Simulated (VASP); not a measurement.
# GeSb4Te4 (P-3m1) in VASP: single point with PBEsol

Aim: the single point of GeSb4Te4 with PBEsol.

All numbers are computed with VASP 6.6.1; they aren't measurements. Logs are shortened: lines on timing, memory, paths and dates and some standing lists are left out, and cuts for length are marked.

## (1) The cell of the first run

The structure is trigonal, space group P-3m1 (No. 164). Conventional cell: a = 4.608 Å, b = 4.608 Å, c = 17.007 Å, α = 90.00°, β = 90.00°, γ = 120.00°. Within 4.1 Å of Ge (site symmetry -3m) lie 6 Te at 3.13 Å. Within 4.1 Å of Sb (site symmetry 3m) lie 3 Sb at 3.08 Å and 3 Te at 3.58 Å. Sb (site symmetry 3m) has 6 Te at 3.16 to 3.31 Å within 4.2 Å. Te (site symmetry 3m) has 3 Ge at 3.13 Å and 3 Sb at 3.31 Å and 3 Te at 4.23 Å within 4.3 Å. Within 4.2 Å of Te (site symmetry 3m) lie 6 Sb at 3.16 to 3.58 Å.

## (2) Single point, PBEsol (strain +0.080 along x and y, +0.000 along z)

Input file INCAR:

```
SYSTEM = GeSb4Te4
PREC = Accurate ; ENCUT = 520
EDIFF = 1E-7 ; ISMEAR = 0
SIGMA = 0.15 ; LREAL = .False.
LASPH = .True. ; NELM = 100
ALGO = Normal ; ISIF = 2
LWAVE = .False. ; LCHARG = .False.
GGA = PS ; NBANDS = 39
```

Input file KPOINTS:

```
Automatic mesh
0
Gamma
  12 12 4
  0 0 0
```

Input file POSCAR:

```
GeSb4Te4
1.0
    4.6079388383      0.0000000000      0.0000000000
   -2.3039694191      3.9905920931      0.0000000000
    0.0000000000      0.0000000000     17.0067066537
Ge Sb Te
1 4 4
Direct
    0.0000000000      0.0000000000      0.0000000000
    0.3333333333      0.6666666667      0.5458633036
    0.6666666667      0.3333333333      0.4541366964
    0.6666666667      0.3333333333      0.7873570402
    0.3333333333      0.6666666667      0.2126429598
    0.3333333333      0.6666666667      0.9032211307
    0.6666666667      0.3333333333      0.0967788693
    0.0000000000      0.0000000000      0.6867444281
    0.0000000000      0.0000000000      0.3132555719
```

Potentials or basis: VASP PAW PBE potentials, release 64 (Ge_d, Sb, Te).

Started as:

```
$ cat potpaw_PBE.64/Ge_d/POTCAR potpaw_PBE.64/Sb/POTCAR potpaw_PBE.64/Te/POTCAR > POTCAR
$ mpirun -np 1 vasp_std > vasp.out
```

OUTCAR:

```text
SYSTEM = GeSb4Te4
   PREC = Accurate
   ENCUT = 520
   EDIFF = 1E-7
   ISMEAR = 0
   LREAL = .False.
   LASPH = .True.
   NELM = 100
   ISIF = 2
   GGA = PS

 ion  position               nearest neighbor table
   1  0.000  0.000  0.000-   6 3.13   7 3.13   7 3.13   6 3.13   7 3.13   6 3.13
   2  0.333  0.667  0.546-   3 3.08   3 3.08   3 3.08   8 3.58   8 3.58   8 3.58
   3  0.667  0.333  0.454-   2 3.08   2 3.08   2 3.08   9 3.58   9 3.58   9 3.58
   4  0.667  0.333  0.787-   8 3.16   8 3.16   8 3.16   6 3.31   6 3.31   6 3.31
   5  0.333  0.667  0.213-   9 3.16   9 3.16   9 3.16   7 3.31   7 3.31   7 3.31
   6  0.333  0.667  0.903-   1 3.13   1 3.13   1 3.13   4 3.31   4 3.31   4 3.31
   7  0.667  0.333  0.097-   1 3.13   1 3.13   1 3.13   5 3.31   5 3.31   5 3.31
   8  0.000  0.000  0.687-   4 3.16   4 3.16   4 3.16   2 3.58   2 3.58   2 3.58
   9  0.000  0.000  0.313-   5 3.16   5 3.16   5 3.16   3 3.58   3 3.58   3 3.58

  LATTYP: Found a hexagonal cell.
 ALAT       =     4.6079388383
 C/A-ratio  =     3.6907405351

  Lattice vectors:

 A1 = (   4.6079388383,   0.0000000000,   0.0000000000)
 A2 = (  -2.3039694191,   3.9905920931,   0.0000000000)
 A3 = (   0.0000000000,   0.0000000000,  17.0067066537)

Analysis of symmetry for initial positions (statically):
=====================================================================
 Subroutine PRICEL returns:
 Original cell was already a primitive cell.

 Routine SETGRP: Setting up the symmetry group for a
 hexagonal supercell.

 Subroutine GETGRP returns: Found 12 space group operations
 (whereof 12 operations were pure point group operations)
 out of a pool of 24 trial point group operations.

The static configuration has the point symmetry D_3d.

Analysis of symmetry for dynamics (positions and initial velocities):
=====================================================================
 Subroutine PRICEL returns:
 Original cell was already a primitive cell.

 Routine SETGRP: Setting up the symmetry group for a
 hexagonal supercell.

 Subroutine GETGRP returns: Found 12 space group operations
 (whereof 12 operations were pure point group operations)
 out of a pool of 24 trial point group operations.

The dynamic configuration has the point symmetry D_3d.

 Subroutine INISYM returns: Found 12 space group operations
 (whereof 12 operations are pure point group operations),
 and found     1 'primitive' translations

----------------------------------------------------------------------------------------

                                     Primitive cell

  volume of cell :     312.7262

[... 112 lines left out ...]
   PSTRESS=    0.0 pullay stress
   NELECT =      58.0000    total number of electrons
   NUPDOWN=      -1.0000    fix difference up-down
   EMIN   =  10.00;   EMAX   =-10.00  energy-range for DOS
   EFERMI =   0.00;   METHOD = LEGACY
   ISMEAR =     0;   SIGMA  =   0.15  broadening in eV -4-tet -1-fermi 0-gaus
   EFERMI_NEDOS =   21; number of points for ismear=-14 and -15
   IALGO  =     38    algorithm
   IMIX   =      4    mixing-type and parameters
     AMIX     =   0.40;   BMIX     =  1.00
     AMIX_MAG =   1.60;   BMIX_MAG =  1.00
  volume/ion in A,a.u.               =      34.75       234.49
  Fermi-wavevector in a.u.,A,eV,Ry     =   0.933604  1.764256 11.859063  0.871617
  Thomas-Fermi vector in A             =   2.060323
   LORBIT       =      0    0 simple, 1 ext, 2 COOP (PROOUT), +10 PAW based schemes
   GGA     = PS    functional components
   LHFCALC =     F    Hartree Fock is set to
   AEXX    =    0.0000 exact exchange contribution
   IVDW    =     0    specifies the selected vdW correction
   LEPSILON=     F    determine dielectric tensor
   LRPA    =     F    only Hartree local field effects (RPA)
 non-spin polarized calculation
 Gauss-broadening in eV      SIGMA  =   0.15
  energy-cutoff  :      520.00
  volume of cell :      312.73
 maximum number of plane-waves:      8465
 NGX is ok and might be reduce to    36
   NGX = 17   NGY = 17   NGZ = 63

 number of electron      57.9999989 magnetization

 Free energy of the ion-electron system (eV)
  ---------------------------------------------------
  ext. energy  EPLUGINS =         0.00000000
  ---------------------------------------------------
  free energy    TOTEN  =       -36.93786677 eV

  energy without entropy =      -36.92934800  energy(sigma->0) =      -36.93360738

 E-fermi :   4.9008     XC(G=0):  -9.0615

 val. band max:        4.8920733355   @ k =   0.0833   0.0000   0.5000
 cond. band min:       4.9455011783   @ k =   0.0833   0.0833   0.0000
 fundamental gap:      0.0534278428
 Fermi energy:         4.9008120692

 k-point     1 :       0.0000    0.0000    0.0000
  band No.  band energies     occupation
      1     -19.9676      2.00000
      2     -19.9676      2.00000
      3     -19.9671      2.00000
      4     -19.9637      2.00000
      5     -19.9637      2.00000
      6      -7.3393      2.00000
[... 997 lines left out ...]
     38       7.2540      0.00000
     39       7.2994      0.00000

 [... further k-points ...]

------------------------ aborting loop because EDIFF is reached ----------------------------------------

  FORCE on cell =-STRESS in cart. coord.  units (eV):
  Direction    XX          YY          ZZ          XY          YZ          ZX
  --------------------------------------------------------------------------------------
  -------------------------------------------------------------------------------------
  Total      -13.6469431    -13.6469431     -8.7490184     -0.0000000      0.0000000      0.0000000
  in kB      -69.9168253    -69.9168253    -44.8234878     -0.0000000      0.0000000      0.0000000
  external PRESSURE =     -61.5523794 kB  Pullay stress =       0.0000000 kB

 VOLUME and BASIS-vectors are now :
 -----------------------------------------------------------------------------
  energy-cutoff  :      520.00
  volume of cell :      312.73
      direct lattice vectors                 reciprocal lattice vectors
     4.607938838  0.000000000  0.000000000     0.217016769  0.125294690  0.000000000
    -2.303969419  3.990592093  0.000000000     0.000000000  0.250589380  0.000000000
     0.000000000  0.000000000 17.006706654     0.000000000  0.000000000  0.058800332

 POSITION                                       TOTAL-FORCE (eV/Angst)
 -----------------------------------------------------------------------------------
      0.00000      0.00000      0.00000         0.000000      0.000000     -0.000000
     -0.00000      2.66039      9.28334         0.000000      0.000000     -0.465761
      2.30397      1.33020      7.72337         0.000000      0.000000      0.465761
      2.30397      1.33020     13.39035         0.000000      0.000000     -0.260104
     -0.00000      2.66039      3.61636         0.000000     -0.000000      0.260104
     -0.00000      2.66039     15.36082         0.000000      0.000000     -0.064386
      2.30397      1.33020      1.64589        -0.000000      0.000000      0.064386
      0.00000      0.00000     11.67926         0.000000     -0.000000      0.487864
      0.00000      0.00000      5.32745         0.000000      0.000000     -0.487864
 -----------------------------------------------------------------------------------
    total drift:                                0.000000      0.000000     -0.000000

  FREE ENERGIE OF THE ION-ELECTRON SYSTEM (eV)
  ---------------------------------------------------
  free  energy   TOTEN  =       -36.9378667686 eV

  energy  without entropy=      -36.9293479997  energy(sigma->0) =      -36.93360738
```

stdout:

```text
POSCAR found type information on POSCAR GeSbTe
 POSCAR found :  3 types and       9 ions
 scaLAPACK will be used
 -----------------------------------------------------------------------------
|                                                                             |
|                                                                             |
|     You enforced a specific xc type in the INCAR file but a different       |
|     I HOPE YOU KNOW WHAT YOU ARE DOING!                                     |
|                                                                             |
 -----------------------------------------------------------------------------

 LDA part: xc-table for (Slater+PW92), standard interpolation
 POSCAR, INCAR and KPOINTS ok, starting setup
 FFT: planning ... GRIDC
 FFT: planning ... GRID_SOFT
 FFT: planning ... GRID
 WAVECAR not read
 entering main loop
```

Wall time 19 min (1 thread of Intel Xeon Platinum 8259CL at 2.50GHz (Skylake/Cascade Lake), shared host); peak memory 0.91 GiB.

Results:

- Free energy: -36.9379 eV
- Pressure: -6.2 GPa
- Largest force: 0.488 eV/Å
- Band gap on the k mesh: 0.01 eV (least direct gap 0.09 eV)

Forces in eV/Å, atoms in the order of the input:
```
Ge   0.000  0.000  0.000
Sb   0.000  0.000 -0.466
Sb   0.000  0.000  0.466
Sb   0.000  0.000 -0.260
Sb   0.000  0.000  0.260
Te   0.000  0.000 -0.064
Te   0.000  0.000  0.064
Te   0.000  0.000  0.488
Te   0.000  0.000 -0.488
```

Caveat: the cell differs from its parent crystal (strain +0.080 along x and y, +0.000 along z); the cell stands under tension; the smearing spreads over this small gap; the PAW data sets were made with another functional, which shifts forces and pressure a little; spin-orbit coupling is left out, which moves the levels of the heavy elements.

The gap in the log of VASP goes by the Fermi energy; the results here count the filled bands.